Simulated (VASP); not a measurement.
# MnS (Fm-3m) in VASP: notebook

Runs on MnS. Level: r2SCAN. Tasks: single point.

All numbers are computed with VASP 6.6.1; they aren't measurements. Logs are shortened: lines on timing, memory, paths and dates and some standing lists are left out, and cuts for length are marked.

## 1. The cell of the first run

The structure is cubic, space group Fm-3m (No. 225). The conventional cell has a = 5.220 Å, b = 5.220 Å, c = 5.220 Å, α = 90.00°, β = 90.00°, γ = 90.00°. Within 3.4 Å of Mn (site symmetry m-3m) lie 6 S at 2.61 Å. Within 3.4 Å of S (site symmetry m-3m) lie 6 Mn at 2.61 Å.

## 2. Single point, r2SCAN, collinear spin, ferromagnetic start

Contents of POSCAR:

```
MnS
1.0
    0.0000000000      2.6100487659      2.6100487659
    2.6100487659      0.0000000000      2.6100487659
    2.6100487659      2.6100487659      0.0000000000
Mn S
1 1
Direct
    0.0000000000      0.0000000000      0.0000000000
    0.5000000000      0.5000000000      0.5000000000
```

Contents of INCAR.step1:

```
SYSTEM = MnS
ALGO     = Normal         ! electronic algorithm
EDIFF    = 1E-4           ! SCF threshold, eV
ENCUT    = 520            ! plane-wave cutoff, eV
GGA      = PE             ! functional
ISMEAR   = 0              ! smearing method
ISPIN    = 2              ! spin polarisation
LASPH    = .TRUE.         ! aspherical terms in the spheres
LCHARG   = .FALSE.        ! write CHGCAR
LMAXMIX  = 4              ! l up to which the mixer works
LREAL    = .FALSE.        ! projectors in reciprocal space
LWAVE    = .TRUE.         ! write WAVECAR
MAGMOM   = 4.91 0         ! initial moments
NBANDS   = 20             ! bands
NELM     = 150            ! most SCF steps
PREC     = Accurate       ! precision mode
SIGMA    = 0.05           ! smearing width, eV
```

Contents of INCAR.step2:

```
SYSTEM = MnS
ALGO     = Normal         ! electronic algorithm
EDIFF    = 1E-6           ! SCF threshold, eV
ENCUT    = 520            ! plane-wave cutoff, eV
ISIF     = 2              ! what is computed and relaxed
ISMEAR   = 0              ! smearing method
ISPIN    = 2              ! spin polarisation
ISTART   = 1            
LASPH    = .TRUE.         ! aspherical terms in the spheres
LCHARG   = .FALSE.        ! write CHGCAR
LMAXMIX  = 4              ! l up to which the mixer works
LMIXTAU  = .TRUE.       
LORBIT   = 11             ! projections on sites
LREAL    = .FALSE.        ! projectors in reciprocal space
LWAVE    = .FALSE.        ! write WAVECAR
MAGMOM   = 4.91 0         ! initial moments
METAGGA  = R2SCAN         ! meta-GGA
NBANDS   = 20             ! bands
NELM     = 150            ! most SCF steps
PREC     = Accurate       ! precision mode
SIGMA    = 0.05           ! smearing width, eV
```

Contents of KPOINTS:

```
k-points
0
G
  12 12 12
  0 0 0
```

Potentials or basis: VASP PAW PBE potentials, release 64 (Mn_pv, S).

Launch:

```
cat potpaw_PBE.64/Mn_pv/POTCAR potpaw_PBE.64/S/POTCAR > POTCAR
cp INCAR.step1 INCAR
mpirun -np 1 vasp_std > vasp.out
cp INCAR.step2 INCAR
mpirun -np 1 vasp_std > vasp.out
```

OUTCAR:

```text
SYSTEM = MnS
   EDIFF = 1E-6
   ENCUT = 520
   ISIF = 2
   ISMEAR = 0
   ISPIN = 2
   ISTART = 1
   LASPH = .TRUE.
   LORBIT = 11
   LREAL = .FALSE.
   METAGGA = R2SCAN
   NELM = 150
   PREC = Accurate

 ion  position               nearest neighbor table
   1  0.000  0.000  0.000-   2 2.61   2 2.61   2 2.61   2 2.61   2 2.61   2 2.61
   2  0.500  0.500  0.500-   1 2.61   1 2.61   1 2.61   1 2.61   1 2.61   1 2.61

  LATTYP: Found a face centered cubic cell.
 ALAT       =     5.2200975318

  Lattice vectors:

 A1 = (   0.0000000000,   2.6100487659,   2.6100487659)
 A2 = (   2.6100487659,   0.0000000000,   2.6100487659)
 A3 = (   2.6100487659,   2.6100487659,   0.0000000000)

Analysis of symmetry for initial positions (statically):
=====================================================================
 Subroutine PRICEL returns:
 Original cell was already a primitive cell.

 Routine SETGRP: Setting up the symmetry group for a
 face centered cubic supercell.

 Subroutine GETGRP returns: Found 48 space group operations
 (whereof 48 operations were pure point group operations)
 out of a pool of 48 trial point group operations.

The static configuration has the point symmetry O_h .

Analysis of symmetry for dynamics (positions and initial velocities):
=====================================================================
 Subroutine PRICEL returns:
 Original cell was already a primitive cell.

 Routine SETGRP: Setting up the symmetry group for a
 face centered cubic supercell.

 Subroutine GETGRP returns: Found 48 space group operations
 (whereof 48 operations were pure point group operations)
 out of a pool of 48 trial point group operations.

The dynamic configuration has the point symmetry O_h .

Analysis of structural, dynamic, and magnetic symmetry:
=====================================================================
 Subroutine PRICEL returns:
 Original cell was already a primitive cell.

 Routine SETGRP: Setting up the symmetry group for a
 face centered cubic supercell.

 Subroutine GETGRP returns: Found 48 space group operations
 (whereof 48 operations were pure point group operations)
 out of a pool of 48 trial point group operations.

The overall configuration has the point symmetry O_h .

 Subroutine INISYM returns: Found 48 space group operations
 (whereof 48 operations are pure point group operations),
 and found     1 'primitive' translations

----------------------------------------------------------------------------------------

                                     Primitive cell

  volume of cell :      35.5612

  direct lattice vectors                    reciprocal lattice vectors
     0.000000000  2.610048766  2.610048766    -0.191567302  0.191567302  0.191567302
     2.610048766  0.000000000  2.610048766     0.191567302 -0.191567302  0.191567302
     2.610048766  2.610048766  0.000000000     0.191567302  0.191567302 -0.191567302

  length of vectors
     3.691166363  3.691166363  3.691166363     0.331804300  0.331804300  0.331804300

  position of ions in fractional coordinates (direct lattice)
     0.000000000  0.000000000  0.000000000
     0.500000000  0.500000000  0.500000000

  ion indices of the primitive-cell ions
   primitive index   ion index
                 1           1
                 2           2

----------------------------------------------------------------------------------------

 KPOINTS: k-points

Automatic generation of k-mesh.
 Grid dimensions read from file:
 generate k-points for:   12   12   12

 Generating k-lattice:

  Cartesian coordinates                     Fractional coordinates (reciprocal lattice)
    -0.015963942  0.015963942  0.015963942     0.083333333  0.000000000  0.000000000
     0.015963942 -0.015963942  0.015963942     0.000000000  0.083333333  0.000000000
     0.015963942  0.015963942 -0.015963942     0.000000000  0.000000000  0.083333333

  Length of vectors
     0.027650358  0.027650358  0.027650358

  Shift w.r.t. Gamma in fractional coordinates (k-lattice)
     0.000000000  0.000000000  0.000000000

 Subroutine IBZKPT returns following result:
 ===========================================

 Found     72 irreducible k-points:

 Following reciprocal coordinates:
            Coordinates               Weight
  0.000000  0.000000  0.000000      1.000000
  0.083333  0.000000  0.000000      8.000000
  0.166667  0.000000  0.000000      8.000000
  0.250000  0.000000  0.000000      8.000000
  0.333333  0.000000  0.000000      8.000000
  0.416667  0.000000  0.000000      8.000000
[... 16 lines left out ...]
  0.500000  0.166667  0.000000     24.000000
 -0.416667  0.166667  0.000000     24.000000
 [... further k-points ...]
   k-points           NKPTS =     72   k-points in BZ     NKDIM =     72   number of bands    NBANDS=     20
   number of dos      NEDOS =    301   number of ions     NIONS =      2
   total plane-waves  NPLWV =  21952
   dimension x,y,z NGX =    28 NGY =   28 NGZ =   28
   dimension x,y,z NGXF=    56 NGYF=   56 NGZF=   56
   ions per type =               1   1
   NGX,Y,Z   is equivalent  to a cutoff of  12.61, 12.61, 12.61 a.u.
   NGXF,Y,Z  is equivalent  to a cutoff of  25.22, 25.22, 25.22 a.u.
 SYSTEM =  MnS
   PREC   = accura    normal or accurate (medium, high low for compatibility)
   ISTART =      1    job   : 0-new  1-cont  2-samecut
   ICHARG =      0    charge: 1-file 2-atom 10-const
   ISPIN  =      2    spin polarized calculation?
   LNONCOLLINEAR =      F non collinear calculations
   LSORBIT =      F    spin-orbit coupling
   LASPH  =      T    aspherical Exc in radial PAW
   ENCUT  =  520.0 eV  38.22 Ry    6.18 a.u.   6.86  6.86  6.86*2*pi/ulx,y,z
   NELM   =    150;   NELMIN=  2; NELMDL=  0     # of ELM steps
   EDIFF  = 0.1E-05   stopping-criterion for ELM
   LREAL  =      F    real-space projection
   EDIFFG = 0.1E-04   stopping-criterion for IOM
   NSW    =      0    number of steps for IOM
   IBRION =     -1    ionic relax: 0-MD 1-quasi-New 2-CG
   NFREE  =      0    steps in history (QN), initial steepest desc. (CG)
   ISIF   =      2    stress and relaxation
   ISYM   =      2    0-nonsym 1-usesym 2-fastsym
   POTIM  = 0.5000    time-step for ionic-motion
   TEBEG  =    0.0;   TEEND  =   0.0 temperature during run
   PSTRESS=    0.0 pullay stress
   NELECT =      19.0000    total number of electrons
   NUPDOWN=      -1.0000    fix difference up-down
   EMIN   =  10.00;   EMAX   =-10.00  energy-range for DOS
   EFERMI =   0.00;   METHOD = LEGACY
   ISMEAR =     0;   SIGMA  =   0.05  broadening in eV -4-tet -1-fermi 0-gaus
   EFERMI_NEDOS =   21; number of points for ismear=-14 and -15
   IALGO  =     38    algorithm
   IMIX   =      4    mixing-type and parameters
     AMIX     =   0.40;   BMIX     =  1.00
     AMIX_MAG =   1.60;   BMIX_MAG =  1.00
  volume/ion in A,a.u.               =      17.78       119.99
  Fermi-wavevector in a.u.,A,eV,Ry     =   1.328416  2.510342 24.010050  1.764689
  Thomas-Fermi vector in A             =   2.457655
   LORBIT       =     11    0 simple, 1 ext, 2 COOP (PROOUT), +10 PAW based schemes
   METAGGA = R2SCAN    functional components
   LHFCALC =     F    Hartree Fock is set to
   AEXX    =    0.0000 exact exchange contribution
   IVDW    =     0    specifies the selected vdW correction
   LEPSILON=     F    determine dielectric tensor
   LRPA    =     F    only Hartree local field effects (RPA)
 spin polarized calculation
 Gauss-broadening in eV      SIGMA  =   0.05
  energy-cutoff  :      520.00
  volume of cell :       35.56
 maximum number of plane-waves:       982
   NGX = 13   NGY = 13   NGZ = 13

 number of electron      18.9999988 magnetization       4.9899541

 Free energy of the ion-electron system (eV)
  ---------------------------------------------------
  ext. energy  EPLUGINS =         0.00000000
  ---------------------------------------------------
  free energy    TOTEN  =       -24.87584327 eV

  energy without entropy =      -24.87563219  energy(sigma->0) =      -24.87573773

 E-fermi :   6.5655     XC(G=0): -11.1801

 val. band max:        6.5262692103   @ k =  -0.4167   0.0833   0.0000
 cond. band min:       6.5767962758   @ k =   0.5000   0.0000   0.0000
 fundamental gap:      0.0505270655
 Fermi energy:         6.5654570647

 spin component 1

 k-point     1 :       0.0000    0.0000    0.0000
  band No.  band energies     occupation
      1     -46.7009      1.00000
      2     -46.7009      1.00000
      3     -46.7008      1.00000
      4      -8.6274      1.00000
      5       2.5180      1.00000
      6       2.5180      1.00000
[... 12 lines left out ...]
     19      18.6670      0.00000
     20      19.1938      0.00000

 k-point     2 :       0.0833    0.0000    0.0000
  band No.  band energies     occupation
      1     -46.7014      1.00000
      2     -46.7010      1.00000
      3     -46.7009      1.00000
      4      -8.5558      1.00000
      5       2.4122      1.00000
      6       2.4123      1.00000
[... 12 lines left out ...]
     19      18.2460      0.00000
     20      19.3920      0.00000
[... 465 lines left out ...]
      3     -46.7023      1.00000
      4      -7.2451      1.00000
      5      -0.3216      1.00000
      6       1.1188      1.00000
[... 12 lines left out ...]
     19      21.2862      0.00000
     20      22.1563      0.00000

 k-point    24 :      -0.4167    0.1667    0.0000
  band No.  band energies     occupation
      1     -46.7076      1.00000
      2     -46.7032      1.00000
      3     -46.7022      1.00000
      4      -7.2070      1.00000
      5      -0.4019      1.00000
      6       1.1331      1.00000
[... 12 lines left out ...]
     19      20.9292      0.00000
     20      22.5215      0.00000

 [... further k-points ...]

 spin component 2

 k-point     1 :       0.0000    0.0000    0.0000
  band No.  band energies     occupation
      1     -40.4354      1.00000
      2     -40.4354      1.00000
      3     -40.4353      1.00000
      4      -8.2684      1.00000
      5       4.8684      1.00000
      6       4.8684      1.00000
[... 12 lines left out ...]
     19      20.0986      0.00000
     20      21.5283      0.00000

 k-point     2 :       0.0833    0.0000    0.0000
  band No.  band energies     occupation
      1     -40.4362      1.00000
      2     -40.4355      1.00000
      3     -40.4354      1.00000
      4      -8.1981      1.00000
      5       4.3557      1.00000
      6       4.6834      1.00000
[... 12 lines left out ...]
     19      19.1611      0.00000
     20      21.5930      0.00000
[... 465 lines left out ...]
      3     -40.4376      1.00000
      4      -6.9052      1.00000
      5       0.4929      1.00000
      6       2.7243      1.00000
[... 12 lines left out ...]
     19      22.3833      0.00000
     20      23.2089      0.00000

 k-point    24 :      -0.4167    0.1667    0.0000
  band No.  band energies     occupation
      1     -40.4460      1.00000
      2     -40.4389      1.00000
      3     -40.4373      1.00000
      4      -6.8700      1.00000
      5       0.4239      1.00000
      6       2.6514      1.00000
[... 12 lines left out ...]
     19      22.3345      0.00000
     20      23.3929      0.00000

 [... further k-points ...]

------------------------ aborting loop because EDIFF is reached ----------------------------------------

  FORCE on cell =-STRESS in cart. coord.  units (eV):
  Direction    XX          YY          ZZ          XY          YZ          ZX
  --------------------------------------------------------------------------------------
  -------------------------------------------------------------------------------------
  Total        0.0134017      0.0134017      0.0134017      0.0000000     -0.0000000     -0.0000000
  in kB        0.6038020      0.6038020      0.6038020      0.0000000     -0.0000000     -0.0000000
  external PRESSURE =       0.6038020 kB  Pullay stress =       0.0000000 kB

 VOLUME and BASIS-vectors are now :
 -----------------------------------------------------------------------------
  energy-cutoff  :      520.00
  volume of cell :       35.56
      direct lattice vectors                 reciprocal lattice vectors
     0.000000000  2.610048766  2.610048766    -0.191567302  0.191567302  0.191567302
     2.610048766  0.000000000  2.610048766     0.191567302 -0.191567302  0.191567302
     2.610048766  2.610048766  0.000000000     0.191567302  0.191567302 -0.191567302

 POSITION                                       TOTAL-FORCE (eV/Angst)
 -----------------------------------------------------------------------------------
      0.00000      0.00000      0.00000         0.000000      0.000000     -0.000000
      2.61005      2.61005      2.61005        -0.000000     -0.000000      0.000000
 -----------------------------------------------------------------------------------
    total drift:                               -0.000000      0.000000      0.000000

  FREE ENERGIE OF THE ION-ELECTRON SYSTEM (eV)
  ---------------------------------------------------
  free  energy   TOTEN  =       -24.8758432722 eV

  energy  without entropy=      -24.8756321884  energy(sigma->0) =      -24.87573773

 total charge

# of ion       s       p       d       tot
------------------------------------------
    1        0.218   6.159   4.895  11.272
    2        1.310   2.478   0.000   3.787
--------------------------------------------------
tot          1.528   8.637   4.895  15.060

 magnetization (x)

# of ion       s       p       d       tot
------------------------------------------
    1        0.051   0.037   4.416   4.503
    2        0.030   0.109   0.000   0.138
--------------------------------------------------
tot          0.080   0.146   4.416   4.642
```

Run time: 2.9 min. Hardware: 1 thread of AMD EPYC 9R45 (Zen 5), shared host; peak memory 0.2 GiB.

Results:

```
Free energy                                           : -24.8758 eV
Pressure                                              : 0.1 GPa
Band gap on the k mesh                                : zero (filled and empty bands overlap)
Net moment                                            : 4.99 μB per cell
Site moments                                          : Mn +4.50; S +0.14 μB
Valence electrons inside the program's atomic spheres : Mn 11.27; S 3.79
```

Levels at points of the mesh, in eV from the Fermi level:
Spin up:
```
           k point  band 10  band 11  band 12  band 13  band 14  band 15
(0.00, 0.00, 0.00)    -2.03    -2.03    -2.03     2.06     8.81     8.81
(0.50, 0.00, 0.00)    -3.15     0.01     0.01     3.13     5.65     5.65
(0.50, 0.50, 0.00)    -3.47    -3.47    -2.96     0.97     5.54    10.77
```
Spin down:
```csv
k point,band 3,band 4,band 5,band 6,band 7,band 8,band 9,band 10,band 11,band 12
"(0.00, 0.00, 0.00)",-47.00,-14.83,-1.70,-1.70,-1.70,1.14,1.14,1.14,1.14,1.14
"(0.50, 0.00, 0.00)",-47.00,-13.51,-6.50,-3.33,-3.33,2.26,2.26,2.44,3.90,4.09
"(0.50, 0.50, 0.00)",-47.01,-13.32,-5.73,-3.29,-3.29,-0.13,1.63,2.45,2.53,2.53
```

Caveat: the PAW data sets were made with another functional, which shifts forces and pressure a little; a cell with one magnetic atom can't hold antiferromagnetic order, which such compounds often take; semilocal functionals often make such compounds metallic where correlation or magnetic order opens a gap, which also shifts bond lengths. With open d or f shells a metallic result of r2SCAN can be an artefact of self-interaction; +U or a hybrid may open a gap.

(Part 1 of 2 ends here.)
